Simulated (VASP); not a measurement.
# GaN in VASP: relaxation of the atoms with PBE

Aim: the relaxation of the atoms of GaN with PBE.

Program: VASP 6.6.1. These are calculated values, not measurements. Logs are shortened: lines on timing, memory, paths and dates and some standing lists are left out, and cuts for length are marked.

### 1 The cell of the first run

The cell holds a slab with vacuum, 4 atoms: a = 3.217 Å, b = 3.217 Å, c = 17.283 Å, α = 90.00°, β = 90.00°, γ = 120.00°.

### 2 Relaxation of the atoms, PBE

INCAR

```
PREC = Accurate
ENCUT = 520
EDIFF = 1E-7
ISMEAR = 0
SIGMA = 0.05
LREAL = False
LASPH = True
NELM = 80
ALGO = Normal
ISIF = 2
LWAVE = False
LCHARG = False
LDIPOL = True
IDIPOL = 3
DIPOL = 0.5 0.5 0.500
GGA = PE
IBRION = 2
NSW = 70
EDIFFG = -0.03
```

KPOINTS

```
regular mesh
0
Gamma
  9 9 1
```

POSCAR

```
GaN
1.0
    3.2165072889      0.0000000000      0.0000000000
   -1.6082536444      2.7855770236      0.0000000000
    0.0000000000      0.0000000000     17.2828340049
N Ga
2 2
Selective dynamics
Direct
    0.0000000000      0.0000000000      0.4050261663  F F F
    0.3333333333      0.6666666667      0.5569843002  T T T
    0.3333333333      0.6666666667      0.4430156998  F F F
    0.6666666667      0.3333333333      0.5949738337  T T T
```

Potentials or basis: VASP PAW PBE potentials, release 64 (N, Ga_d).

Started as:

```
$ cat potpaw_PBE.64/N/POTCAR potpaw_PBE.64/Ga_d/POTCAR > POTCAR
$ mpirun -np 1 vasp_std > vasp.out
```

OUTCAR:

```text
PREC = Accurate
   ENCUT = 520
   EDIFF = 1E-7
   ISMEAR = 0
   LREAL = False
   LASPH = True
   NELM = 80
   ISIF = 2
   GGA = PE
   IBRION = 2
   NSW = 70
   EDIFFG = -0.03

 ion  position               nearest neighbor table
   1  0.000  0.000  0.405-   3 1.97   3 1.97   3 1.97
   2  0.333  0.667  0.557-   3 1.97   4 1.97   4 1.97   4 1.97
   3  0.333  0.667  0.443-   2 1.97   1 1.97   1 1.97   1 1.97
   4  0.667  0.333  0.595-   2 1.97   2 1.97   2 1.97

  LATTYP: Found a hexagonal cell.
 ALAT       =     3.2165072889
 C/A-ratio  =     5.3731679902

  Lattice vectors:

 A1 = (   3.2165072889,   0.0000000000,   0.0000000000)
 A2 = (  -1.6082536444,   2.7855770236,   0.0000000000)
 A3 = (   0.0000000000,   0.0000000000,  17.2828340049)

Analysis of symmetry for initial positions (statically):
=====================================================================
 Subroutine PRICEL returns:
 Original cell was already a primitive cell.

 Routine SETGRP: Setting up the symmetry group for a
 hexagonal supercell.

 Subroutine GETGRP returns: Found  6 space group operations
 (whereof  6 operations were pure point group operations)
 out of a pool of 24 trial point group operations.

The static configuration has the point symmetry C_3v.

Analysis of symmetry for dynamics (positions and initial velocities):
=====================================================================
 Subroutine PRICEL returns:
 Original cell was already a primitive cell.

 Routine SETGRP: Setting up the symmetry group for a
 hexagonal supercell.

 Subroutine GETGRP returns: Found  6 space group operations
 (whereof  6 operations were pure point group operations)
 out of a pool of 24 trial point group operations.

The dynamic configuration has the point symmetry C_3v.

Analysis of constrained symmetry for selective dynamics:
=====================================================================
 Subroutine PRICEL returns:
 Original cell was already a primitive cell.

 Routine SETGRP: Setting up the symmetry group for a
 hexagonal supercell.

 Subroutine GETGRP returns: Found  6 space group operations
 (whereof  6 operations were pure point group operations)
 out of a pool of 24 trial point group operations.
[... 115 lines left out ...]
  Thomas-Fermi vector in A             =   2.139387
   LORBIT       =      0    0 simple, 1 ext, 2 COOP (PROOUT), +10 PAW based schemes
   GGA     = PE    functional components
   LHFCALC =     F    Hartree Fock is set to
   AEXX    =    0.0000 exact exchange contribution
   IVDW    =     0    specifies the selected vdW correction
   LEPSILON=     F    determine dielectric tensor
   LRPA    =     F    only Hartree local field effects (RPA)
 conjugate gradient relaxation of ions
 non-spin polarized calculation
 Gauss-broadening in eV      SIGMA  =   0.05
  energy-cutoff  :      520.00
  volume of cell :      154.85
 maximum number of plane-waves:      4218
 NGX is ok and might be reduce to    24
   NGX = 11   NGY = 11   NGZ = 65

--------------------------------------- Ionic step        1  -------------------------------------------

 number of electron      35.9999980 magnetization

 Free energy of the ion-electron system (eV)
  ---------------------------------------------------
  ext. energy  EPLUGINS =         0.00000000
  ---------------------------------------------------
  free energy    TOTEN  =       -21.45371475 eV

  energy without entropy =      -21.45079333  energy(sigma->0) =      -21.45225404

------------------------ aborting loop because EDIFF is reached ----------------------------------------

  FORCE on cell =-STRESS in cart. coord.  units (eV):
  Direction    XX          YY          ZZ          XY          YZ          ZX
  --------------------------------------------------------------------------------------
  -------------------------------------------------------------------------------------
  Total       -1.0131204     -1.0131204      0.4808778     -0.0000000     -0.0000000     -0.0000000
  in kB      -10.4823091    -10.4823091      4.9754297     -0.0000000     -0.0000000     -0.0000000
  external PRESSURE =      -5.3297295 kB  Pullay stress =       0.0000000 kB
[... 95 lines left out ...]
  FREE ENERGIE OF THE ION-ELECTRON SYSTEM (eV)
  ---------------------------------------------------
  free  energy   TOTEN  =       -21.8665366320 eV

  energy  without entropy=      -21.8651500013  energy(sigma->0) =      -21.86584332

[... ionic steps 4 to 13 ...]

--------------------------------------- Ionic step       14  -------------------------------------------

 number of electron      35.9999977 magnetization

------------------------ aborting loop because EDIFF is reached ----------------------------------------
[... 71 lines left out ...]
--------------------------------------- Ionic step       16  -------------------------------------------

 number of electron      35.9999978 magnetization

 dipolmoment           0.000000      0.000000     -0.185252 electrons x Angstroem

 Free energy of the ion-electron system (eV)
  ---------------------------------------------------
  ext. energy  EPLUGINS =         0.00000000
  ---------------------------------------------------
  free energy    TOTEN  =       -22.11752855 eV

  energy without entropy =      -22.11749720  energy(sigma->0) =      -22.11751287

 E-fermi :  -1.6722     XC(G=0):  -4.4528

 val. band max:       -1.7691368355   @ k =   0.0000   0.0000   0.0000
 cond. band min:      -1.5836344132   @ k =   0.0000   0.0000   0.0000
 fundamental gap:      0.1855024223
 Fermi energy:        -1.6722116104

 k-point     1 :       0.0000    0.0000    0.0000
  band No.  band energies     occupation
      1     -19.3213      2.00000
      2     -17.4074      2.00000
      3     -17.4074      2.00000
      4     -17.1678      2.00000
      5     -17.1678      2.00000
      6     -16.5696      2.00000
[... 289 lines left out ...]
     21       3.1410      0.00000
     22       4.1476      0.00000

------------------------ aborting loop because EDIFF is reached ----------------------------------------

 vacuum level on the upper side and lower side of the slab       (xc-potential included)        -1.925         1.697

  FORCE on cell =-STRESS in cart. coord.  units (eV):
  Direction    XX          YY          ZZ          XY          YZ          ZX
  --------------------------------------------------------------------------------------
  -------------------------------------------------------------------------------------
  Total       -0.8363919     -0.8363919     -1.8645775     -0.0000000      0.0000000      0.0000000
  in kB       -8.6537779     -8.6537779    -19.2919598     -0.0000000      0.0000000      0.0000000
  external PRESSURE =     -12.1998385 kB  Pullay stress =       0.0000000 kB
[... 19 lines left out ...]
  FREE ENERGIE OF THE ION-ELECTRON SYSTEM (eV)
  ---------------------------------------------------
  free  energy   TOTEN  =       -22.1175285496 eV

  energy  without entropy=      -22.1174971976  energy(sigma->0) =      -22.11751287

 reached required accuracy - stopping structural energy minimisation

 vacuum level on the upper side and lower side of the slab         1.400         5.141
```

OSZICAR:

```text
N       E                     dE             d eps       ncg     rms          rms(c)
DAV:   1     0.320384041822E+03    0.32038E+03   -0.17878E+04   536   0.195E+03
DAV:   2     0.299362129695E+02   -0.29045E+03   -0.28041E+03   644   0.460E+02
DAV:   3    -0.230391905475E+02   -0.52975E+02   -0.51973E+02   642   0.162E+02
[... 304 lines left out ...]
DAV:  13    -0.221175271486E+02   -0.55833E-06   -0.18271E-08   468   0.177E-03    0.217E-04
DAV:  14    -0.221175279781E+02   -0.82954E-06   -0.24021E-08   436   0.121E-03    0.147E-04
DAV:  15    -0.221175282418E+02   -0.26364E-06   -0.76478E-09   474   0.624E-04    0.877E-05
DAV:  16    -0.221175284531E+02   -0.21138E-06   -0.47411E-09   402   0.442E-04    0.422E-05
DAV:  17    -0.221175285496E+02   -0.96438E-07   -0.19193E-09   420   0.559E-04
  16 F= -.22117529E+02 E0= -.22117513E+02  d E =-.283628E-02
```

CONTCAR:

```text
GaN
   1.00000000000000
     3.2165072888999999    0.0000000000000000    0.0000000000000000
    -1.6082536444000000    2.7855770236000001    0.0000000000000000
     0.0000000000000000    0.0000000000000000   17.2828340048999998
  N               Ga
     2     2
Selective dynamics
Direct
     0.0000000000000000    0.0000000000000000    0.4050261662999972   F   F   F
     0.3333333332999970    0.6666666667000030    0.6110695229184639   T   T   T
     0.3333333332999970    0.6666666667000030    0.4430156998000001   F   F   F
     0.6666666667000030    0.3333333332999970    0.6077055297850686   T   T   T

  0.00000000E+00  0.00000000E+00  0.00000000E+00
  0.00000000E+00  0.00000000E+00  0.00000000E+00
  0.00000000E+00  0.00000000E+00  0.00000000E+00
  0.00000000E+00  0.00000000E+00  0.00000000E+00
```

It took 5.7 min on 1 thread of Intel Xeon 6975P-C (Granite Rapids), shared host; peak memory 0.29 GiB.

Results:

```yaml
Free_energy: -22.1175 eV
Energy_gained_by_relaxing: 166.0 meV/atom
Ionic_steps: 16
Band_gap_on_the_k_mesh: 0.19 eV
```

The path:
| step | energy change (eV) | largest force on free atoms (eV/Å) | pressure (GPa) |
| --- | --- | --- | --- |
| 1 | 0.0000 | 2.2198 | -0.53 |
| 2 | -0.2166 | 1.3648 | -0.30 |
| 3 | -0.4128 | 0.9125 | 0.08 |
| 4 | -0.5800 | 0.5353 | -0.42 |
| 5 | -0.5839 | 0.3259 | -0.14 |
| 6 | -0.5895 | 0.2781 | -0.25 |
| 7 | -0.5893 | 0.3278 | -0.28 |
| 8 | -0.5982 | 0.2809 | -0.34 |
| 9 | -0.6197 | 0.1490 | -0.51 |
| 10 | -0.6423 | 0.2273 | -0.76 |
| 11 | -0.6455 | 0.2617 | -0.87 |
| 12 | -0.6569 | 0.1337 | -1.01 |
| 13 | -0.6610 | 0.0830 | -1.14 |
| 14 | -0.6610 | 0.0769 | -1.13 |
| 15 | -0.6621 | 0.0601 | -1.16 |
| 16 | -0.6638 | 0.0222 | -1.22 |

Final structure:
```yaml
crystal:
  lattice:
    - [3.21651, 0.00000, 0.00000]
    - [-1.60825, 2.78558, 0.00000]
    - [0.00000, 0.00000, 17.28283]
  atoms:
    - { symbol: N, position: [0.00000, 0.00000, 0.40503] }
    - { symbol: N, position: [0.33333, 0.66667, 0.61107] }
    - { symbol: Ga, position: [0.33333, 0.66667, 0.44302] }
    - { symbol: Ga, position: [0.66667, 0.33333, 0.60771] }
```
